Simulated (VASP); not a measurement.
# CoSi (P2_1) in VASP: single point with PBEsol

Aim: the single point of CoSi with PBEsol.

All numbers are computed with VASP 6.6.1; they aren't measurements. Logs are shortened: lines on timing, memory, paths and dates and some standing lists are left out, and cuts for length are marked.

## 1. The cell of the first run

The structure is monoclinic, space group P2_1 (No. 4). Conventional cell: a = 4.386 Å, b = 4.386 Å, c = 4.386 Å, α = 90.00°, β = 90.00°, γ = 90.00°. Co (site symmetry 1) has 7 Si at 2.29 to 2.40 Å and 6 Co at 2.70 Å within 3.0 Å. Within 3.0 Å of Co (site symmetry 1) lie 7 Si at 2.24 to 2.47 Å and 6 Co at 2.70 Å. Within 3.0 Å of Si (site symmetry 1) lie 7 Co at 2.24 to 2.47 Å and 6 Si at 2.71 Å. Within 3.0 Å of Si (site symmetry 1) lie 7 Co at 2.25 to 2.43 Å and 6 Si at 2.71 Å.

## 2. Single point, PBEsol (all Co atoms moved +0.075 Å, as atom 1 along Cartesian [0 0 1])

File INCAR:

```
ALGO = Normal
EDIFF = 1E-6
ENCUT = 520
GGA = PS
ISIF = 2
ISMEAR = 0
LASPH = T
LCHARG = F
LREAL = F
LWAVE = F
NBANDS = 36
NELM = 80
PREC = Accurate
SIGMA = 0.15
```

File KPOINTS:

```
k-points
0
Gamma
  10 10 10
```

File POSCAR:

```
CoSi
1.0
    4.3858255225      0.0000000000      0.0000000000
    0.0000000000      4.3858255225      0.0000000000
    0.0000000000      0.0000000000      4.3858255225
Co Si
4 4
Direct
    0.1456446743      0.1456446743      0.1627452178
    0.3543553257      0.8543553257      0.6627452178
    0.6456446743      0.3543553257      0.8714558692
    0.8543553257      0.6456446743      0.3714558692
    0.8433288496      0.8433288496      0.8433288496
    0.6566711504      0.1566711504      0.3433288496
    0.3433288496      0.6566711504      0.1566711504
    0.1566711504      0.3433288496      0.6566711504
```

Potentials or basis: VASP PAW PBE potentials, release 64 (Co, Si).

Launch:

```bash
$ cat potpaw_PBE.64/Co/POTCAR potpaw_PBE.64/Si/POTCAR > POTCAR
$ mpirun -np 1 vasp_std > vasp.out
```

OUTCAR:

```text
EDIFF = 1E-6
   ENCUT = 520
   GGA = PS
   ISIF = 2
   ISMEAR = 0
   LASPH = T
   LREAL = F
   NELM = 80
   PREC = Accurate

 ion  position               nearest neighbor table
   1  0.146  0.146  0.163-   6 2.29   7 2.31   8 2.33   5 2.34   6 2.38   8 2.38   7 2.40   4 2.70
                             2 2.70   2 2.70   3 2.70   4 2.70   3 2.70
   2  0.354  0.854  0.663-   5 2.29   8 2.31   7 2.33   6 2.34   5 2.38   7 2.38   8 2.40   1 2.70
                             3 2.70   3 2.70   4 2.70   4 2.70   1 2.70
   3  0.646  0.354  0.871-   6 2.24   7 2.25   5 2.32   8 2.34   5 2.41   8 2.43   6 2.47   1 2.70
                             4 2.70   2 2.70   2 2.70   4 2.70   1 2.70
   4  0.854  0.646  0.371-   5 2.24   8 2.25   6 2.32   7 2.34   6 2.41   7 2.43   5 2.47   1 2.70
                             3 2.70   2 2.70   1 2.70   2 2.70   3 2.70
   5  0.843  0.843  0.843-   4 2.24   2 2.29   3 2.32   1 2.34   2 2.38   3 2.41   4 2.47   6 2.71
                             7 2.71   8 2.71   6 2.71   8 2.71   7 2.71
   6  0.657  0.157  0.343-   3 2.24   1 2.29   4 2.32   2 2.34   1 2.38   4 2.41   3 2.47   8 2.71
                             5 2.71   5 2.71   7 2.71   7 2.71   8 2.71
   7  0.343  0.657  0.157-   3 2.25   1 2.31   2 2.33   4 2.34   2 2.38   1 2.40   4 2.43   6 2.71
                             8 2.71   8 2.71   5 2.71   6 2.71   5 2.71
   8  0.157  0.343  0.657-   4 2.25   2 2.31   1 2.33   3 2.34   1 2.38   2 2.40   3 2.43   6 2.71
                             7 2.71   7 2.71   5 2.71   5 2.71   6 2.71

  LATTYP: Found a simple cubic cell.
 ALAT       =     4.3858255225

  Lattice vectors:

 A1 = (   4.3858255225,   0.0000000000,   0.0000000000)
 A2 = (   0.0000000000,   4.3858255225,   0.0000000000)
 A3 = (   0.0000000000,   0.0000000000,   4.3858255225)

Analysis of symmetry for initial positions (statically):
=====================================================================
 Subroutine PRICEL returns:
 Original cell was already a primitive cell.

 Routine SETGRP: Setting up the symmetry group for a
 simple cubic supercell.

 Subroutine GETGRP returns: Found  2 space group operations
 (whereof  1 operations were pure point group operations)
 out of a pool of 48 trial point group operations.

The static configuration has the point symmetry C_1 .
 The point group associated with its full space group is C_2 .

Analysis of symmetry for dynamics (positions and initial velocities):
=====================================================================
 Subroutine PRICEL returns:
 Original cell was already a primitive cell.

 Routine SETGRP: Setting up the symmetry group for a
 simple cubic supercell.

 Subroutine GETGRP returns: Found  2 space group operations
 (whereof  1 operations were pure point group operations)
 out of a pool of 48 trial point group operations.

The dynamic configuration has the point symmetry C_1 .
 The point group associated with its full space group is C_2 .

 Subroutine INISYM returns: Found  2 space group operations
 (whereof  1 operations are pure point group operations),
 and found     1 'primitive' translations

----------------------------------------------------------------------------------------

                                     Primitive cell

  volume of cell :      84.3634

  direct lattice vectors                    reciprocal lattice vectors
     4.385825523  0.000000000  0.000000000     0.228007246  0.000000000  0.000000000
     0.000000000  4.385825523  0.000000000     0.000000000  0.228007246  0.000000000
     0.000000000  0.000000000  4.385825523     0.000000000  0.000000000  0.228007246

  length of vectors
     4.385825523  4.385825523  4.385825523     0.228007246  0.228007246  0.228007246

  position of ions in fractional coordinates (direct lattice)
     0.145644674  0.145644674  0.162745218
     0.354355326  0.854355326  0.662745218
     0.645644674  0.354355326  0.871455869
     0.854355326  0.645644674  0.371455869
     0.843328850  0.843328850  0.843328850
     0.656671150  0.156671150  0.343328850
     0.343328850  0.656671150  0.156671150
     0.156671150  0.343328850  0.656671150

  ion indices of the primitive-cell ions
   primitive index   ion index
                 1           1
                 2           2
                 3           3
                 4           4
                 5           5
                 6           6
                 7           7
                 8           8

----------------------------------------------------------------------------------------

 KPOINTS: k-points

Automatic generation of k-mesh.
 Grid dimensions read from file:
 generate k-points for:   10   10   10

 Generating k-lattice:

  Cartesian coordinates                     Fractional coordinates (reciprocal lattice)
     0.022800725  0.000000000  0.000000000     0.100000000  0.000000000  0.000000000
     0.000000000  0.022800725  0.000000000     0.000000000  0.100000000  0.000000000
     0.000000000  0.000000000  0.022800725     0.000000000  0.000000000  0.100000000

  Length of vectors
     0.022800725  0.022800725  0.022800725

  Shift w.r.t. Gamma in fractional coordinates (k-lattice)
     0.000000000  0.000000000  0.000000000

 Subroutine IBZKPT returns following result:
 ===========================================

 Found    312 irreducible k-points:

 Following reciprocal coordinates:
            Coordinates               Weight
  0.000000  0.000000  0.000000      1.000000
  0.100000  0.000000  0.000000      2.000000
  0.000000  0.100000  0.000000      2.000000
  0.000000  0.000000  0.100000      2.000000
  0.200000  0.000000  0.000000      2.000000
  0.000000  0.200000  0.000000      2.000000
[... 16 lines left out ...]
  0.100000  0.000000  0.200000      4.000000
 -0.100000  0.200000  0.000000      2.000000
 [... further k-points ...]
   k-points           NKPTS =    312   k-points in BZ     NKDIM =    312   number of bands    NBANDS=     36
   number of dos      NEDOS =    301   number of ions     NIONS =      8
   total plane-waves  NPLWV =  46656
   dimension x,y,z NGX =    36 NGY =   36 NGZ =   36
   dimension x,y,z NGXF=    72 NGYF=   72 NGZF=   72
   ions per type =               4   4
   NGX,Y,Z   is equivalent  to a cutoff of  13.65, 13.65, 13.65 a.u.
   NGXF,Y,Z  is equivalent  to a cutoff of  27.29, 27.29, 27.29 a.u.
 SYSTEM =  unknown system
   PREC   = accura    normal or accurate (medium, high low for compatibility)
   ISTART =      0    job   : 0-new  1-cont  2-samecut
   ICHARG =      2    charge: 1-file 2-atom 10-const
   ISPIN  =      1    spin polarized calculation?
   LNONCOLLINEAR =      F non collinear calculations
   LSORBIT =      F    spin-orbit coupling
   LASPH  =      T    aspherical Exc in radial PAW
   ENCUT  =  520.0 eV  38.22 Ry    6.18 a.u.   8.15  8.15  8.15*2*pi/ulx,y,z
   NELM   =     80;   NELMIN=  2; NELMDL= -5     # of ELM steps
   EDIFF  = 0.1E-05   stopping-criterion for ELM
   LREAL  =      F    real-space projection
   EDIFFG = 0.1E-04   stopping-criterion for IOM
   NSW    =      0    number of steps for IOM
   IBRION =     -1    ionic relax: 0-MD 1-quasi-New 2-CG
   NFREE  =      0    steps in history (QN), initial steepest desc. (CG)
   ISIF   =      2    stress and relaxation
   ISYM   =      2    0-nonsym 1-usesym 2-fastsym
   POTIM  = 0.5000    time-step for ionic-motion
   TEBEG  =    0.0;   TEEND  =   0.0 temperature during run
   PSTRESS=    0.0 pullay stress
   NELECT =      52.0000    total number of electrons
   NUPDOWN=      -1.0000    fix difference up-down
   EMIN   =  10.00;   EMAX   =-10.00  energy-range for DOS
   EFERMI =   0.00;   METHOD = LEGACY
   ISMEAR =     0;   SIGMA  =   0.15  broadening in eV -4-tet -1-fermi 0-gaus
   EFERMI_NEDOS =   21; number of points for ismear=-14 and -15
   IALGO  =     38    algorithm
   IMIX   =      4    mixing-type and parameters
     AMIX     =   0.40;   BMIX     =  1.00
     AMIX_MAG =   1.60;   BMIX_MAG =  1.00
  volume/ion in A,a.u.               =      10.55        71.16
  Fermi-wavevector in a.u.,A,eV,Ry     =   1.393236  2.632834 26.410347  1.941106
  Thomas-Fermi vector in A             =   2.516901
   LORBIT       =      0    0 simple, 1 ext, 2 COOP (PROOUT), +10 PAW based schemes
   GGA     = PS    functional components
   LHFCALC =     F    Hartree Fock is set to
   AEXX    =    0.0000 exact exchange contribution
   IVDW    =     0    specifies the selected vdW correction
   LEPSILON=     F    determine dielectric tensor
   LRPA    =     F    only Hartree local field effects (RPA)
 non-spin polarized calculation
 Gauss-broadening in eV      SIGMA  =   0.15
  energy-cutoff  :      520.00
  volume of cell :       84.36
 maximum number of plane-waves:      2301
 NGX is ok and might be reduce to    36
   NGX = 17   NGY = 17   NGZ = 17

 number of electron      51.9999986 magnetization

 Free energy of the ion-electron system (eV)
  ---------------------------------------------------
  ext. energy  EPLUGINS =         0.00000000
  ---------------------------------------------------
  free energy    TOTEN  =       -59.73288296 eV

  energy without entropy =      -59.71652495  energy(sigma->0) =      -59.72470395

 E-fermi :  12.5066     XC(G=0): -13.1276

 val. band max:       12.4771053610   @ k =   0.0000   0.0000   0.0000
 cond. band min:      12.5125122042   @ k =   0.5000   0.4000   0.4000
 fundamental gap:      0.0354068432
 Fermi energy:        12.5066417502

 k-point     1 :       0.0000    0.0000    0.0000
  band No.  band energies     occupation
      1      -1.4552      2.00000
      2       4.1366      2.00000
      3       4.1553      2.00000
      4       4.1749      2.00000
      5       6.8074      2.00000
      6       6.8328      2.00000
[... 28 lines left out ...]
     35      16.2145      0.00000
     36      17.4107      0.00000
[... 866 lines left out ...]
      6       7.1726      2.00000
[... 28 lines left out ...]
     35      17.2547      0.00000
     36      17.8251      0.00000

 [... further k-points ...]

------------------------ aborting loop because EDIFF is reached ----------------------------------------

  FORCE on cell =-STRESS in cart. coord.  units (eV):
  Direction    XX          YY          ZZ          XY          YZ          ZX
  --------------------------------------------------------------------------------------
  -------------------------------------------------------------------------------------
  Total        0.2472522      0.2551076      0.7383381     -0.5314128      0.0000000      0.0000000
  in kB        4.6956606      4.8448458     14.0220599    -10.0922628      0.0000000      0.0000000
  external PRESSURE =       7.8541888 kB  Pullay stress =       0.0000000 kB

 VOLUME and BASIS-vectors are now :
 -----------------------------------------------------------------------------
  energy-cutoff  :      520.00
  volume of cell :       84.36
      direct lattice vectors                 reciprocal lattice vectors
     4.385825523  0.000000000  0.000000000     0.228007246  0.000000000  0.000000000
     0.000000000  4.385825523  0.000000000     0.000000000  0.228007246  0.000000000
     0.000000000  0.000000000  4.385825523     0.000000000  0.000000000  0.228007246

 POSITION                                       TOTAL-FORCE (eV/Angst)
 -----------------------------------------------------------------------------------
      0.63877      0.63877      0.71377         0.007998     -0.075197     -0.632545
      1.55414      3.74705      2.90668        -0.007998      0.075197     -0.632545
      2.83168      1.55414      3.82205         0.034570     -0.035234     -0.688243
      3.74705      2.83168      1.62914        -0.034570      0.035234     -0.688243
      3.69869      3.69869      3.69869         0.161763      0.186977      0.667765
      2.88005      0.68713      1.50578        -0.161763     -0.186977      0.667765
      1.50578      2.88005      0.68713        -0.200668      0.141427      0.653023
      0.68713      1.50578      2.88005         0.200668     -0.141427      0.653023
 -----------------------------------------------------------------------------------
    total drift:                                0.000000      0.000000      0.000552

  FREE ENERGIE OF THE ION-ELECTRON SYSTEM (eV)
  ---------------------------------------------------
  free  energy   TOTEN  =       -59.7328829581 eV

  energy  without entropy=      -59.7165249471  energy(sigma->0) =      -59.72470395
```

Run time: 7 min. Hardware: 1 thread of Intel Xeon 6975P-C (Granite Rapids), shared host; peak memory 0.75 GiB.

Results:

```yaml
Free_energy: -59.7329 eV
Pressure: 0.8 GPa
Largest_force: 0.712 eV/Å
Band_gap_on_the_k_mesh: zero (bands 26 and 27 overlap by 0.22 eV)
```

Forces in eV/Å, atoms in the order of the input:
```
Co   0.008 -0.075 -0.633
Co  -0.008  0.075 -0.633
Co   0.035 -0.035 -0.688
Co  -0.035  0.035 -0.688
Si   0.162  0.187  0.668
Si  -0.162 -0.187  0.668
Si  -0.201  0.141  0.653
Si   0.201 -0.141  0.653
```

Stress tensor (GPa, compression positive):
```
 0.47 -1.01  0.00
-1.01  0.48  0.00
 0.00  0.00  1.40
```

Levels at points of the mesh, in eV from the Fermi level:
```tsv
k point	band 22	band 23	band 24	band 25	band 26	band 27	band 28	band 29	band 30	band 31
(0.00, 0.00, 0.00)	-0.97	-0.86	-0.85	-0.06	-0.04	-0.03	2.61	2.61	2.63	2.98
(0.50, 0.00, 0.00)	-1.11	-0.71	-0.71	-0.56	-0.52	0.99	1.02	1.54	1.58	4.30
(0.00, 0.50, 0.00)	-1.10	-0.73	-0.70	-0.55	-0.54	0.99	1.03	1.56	1.57	4.28
(0.00, 0.00, 0.50)	-1.13	-0.71	-0.71	-0.54	-0.54	1.01	1.01	1.56	1.56	4.31
(0.50, 0.50, 0.00)	-1.57	-1.09	-1.06	-0.12	-0.03	0.57	0.61	2.00	2.18	2.56
(0.00, 0.50, 0.50)	-1.59	-1.08	-1.08	-0.08	-0.08	0.59	0.59	2.09	2.09	2.58
(0.50, 0.00, 0.50)	-1.59	-1.08	-1.08	-0.08	-0.08	0.59	0.59	2.09	2.09	2.59
(0.50, 0.50, 0.50)	-1.33	-1.28	-1.28	-0.28	-0.28	-0.25	-0.25	5.48	5.48	5.65
```

Caveat: the cell differs from its parent crystal (all Co atoms moved +0.075 Å, as atom 1 along Cartesian [0 0 1]); the PAW data sets were made with another functional, which shifts forces and pressure a little; the run has no spin polarisation, though such a crystal can be magnetic. Spin polarisation is off, so any magnetic state and its effect on volume and gap are missing.
